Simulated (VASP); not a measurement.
Here is a VASP 6.6.1 calculation.

Contents of POSCAR:

```
Sb
1.0
    0.0000000000      2.3712425216      2.3712425216
    2.3712425216      0.0000000000      2.3712425216
    2.3712425216      2.3712425216      0.0000000000
Sb
1
Direct
    0.0000000000      0.0000000000      0.0000000000
```

File INCAR.step1:

```
PREC = Accurate
ENCUT = 500
EDIFF = 1E-5
ISMEAR = -1
SIGMA = 0.05
LREAL = F
LASPH = T
NELM = 120
ALGO = Normal
LWAVE = T
LCHARG = F
GGA = PE
NBANDS = 14
GGA_COMPAT = F
IBRION = 2
ISIF = 3
EDIFFG = -0.005
NELMIN = 4
NSW = 100
```

File INCAR.step2:

```
PREC = Accurate
ENCUT = 500
EDIFF = 1E-7
ISMEAR = -1
SIGMA = 0.05
LREAL = F
LASPH = T
NELM = 120
ALGO = Normal
ISIF = 3
LWAVE = F
LCHARG = F
GGA = PS
LHFCALC = T
AEXX = 0.25
PRECFOCK = Normal
IBRION = 2
NSW = 60
EDIFFG = -0.01
ISTART = 1
GGA_COMPAT = F
NELMIN = 4
```

The input KPOINTS:

```
Automatic mesh
0
Gamma
  5 5 5
```

Potentials or basis: VASP PAW PBE potentials, release 64 (Sb_d_GW).

The run is started by

```bash
$ cat potpaw_PBE.64/Sb_d_GW/POTCAR > POTCAR
$ cp INCAR.step1 INCAR
$ mpirun -np 1 vasp_std > vasp.out
$ cp INCAR.step2 INCAR
$ mpirun -np 1 vasp_std > vasp.out
```

Problem. Predict the space group after relaxing (to 0.1 Å).

Solution. Fm-3m (No. 225).

Problem. What does it give for the band gap on the k mesh?

Solution. Zero (an odd number of electrons rules out a gap without spin polarisation).

The path:
| step | energy change (eV) | largest force (eV/Å) | pressure (GPa) | volume (Å³) |
| --- | --- | --- | --- | --- |
| 1 | 0.0000 | 0.0000 | -2.31 | 26.67 |
| 2 | -0.0035 | 0.0000 | 1.89 | 25.21 |
| 3 | -0.0067 | 0.0000 | 0.00 | 25.78 |

Caveat: the k points lie up to 0.46 Å⁻¹ apart in the final cell, too coarse for converged energies and pressures of a metal; the PAW data sets were made with another functional, which shifts forces and pressure a little; spin-orbit coupling is left out, which moves the levels of the heavy elements; an odd number of electrons without spin polarisation forces a metal; a magnetic or distorted state may lie lower.
